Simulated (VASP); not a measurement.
Bi: single point with LDA

Crystal: Bi.

```
CELL_PARAMETERS angstrom
0.00000 2.54784 2.54784
2.54784 0.00000 2.54784
2.54784 2.54784 0.00000
ATOMIC_POSITIONS crystal
Bi 0.00000 0.00000 0.00000
```

This cell differs from its parent crystal: volume scaled by 1.12.

```yaml
Program: VASP 6.6.1
Task: single point
Functional: LDA
Potentials_or_basis: VASP PAW LDA potentials, release 64 (Bi_d)
Cutoff: 520 eV
k_mesh: 13 × 13 × 13
Occupations: fermi-dirac, width 0.1 eV
Spin: no spin polarisation
Dipole_correction: no
Further_INCAR_settings: ALGO = Normal; EDIFF = 1e-07; NBANDS = 14
```

```
Pressure : -5.5 GPa
```

Levels at points of the mesh, in eV from the Fermi level:
```csv
k point,band 3,band 4,band 5,band 6,band 7,band 8,band 9,band 10,band 11,band 12
"(0.00, 0.00, 0.00)",-22.98,-22.92,-22.92,-13.20,4.49,4.49,4.49,8.27,9.18,10.55
```

Wall time 23 s on 1 thread of Intel(R) Xeon(R) Platinum 8488C (Sapphire Rapids), with other jobs on the host, peak memory 0.16 GiB.

Caveat: spin-orbit coupling is left out, which moves the levels of the heavy elements.
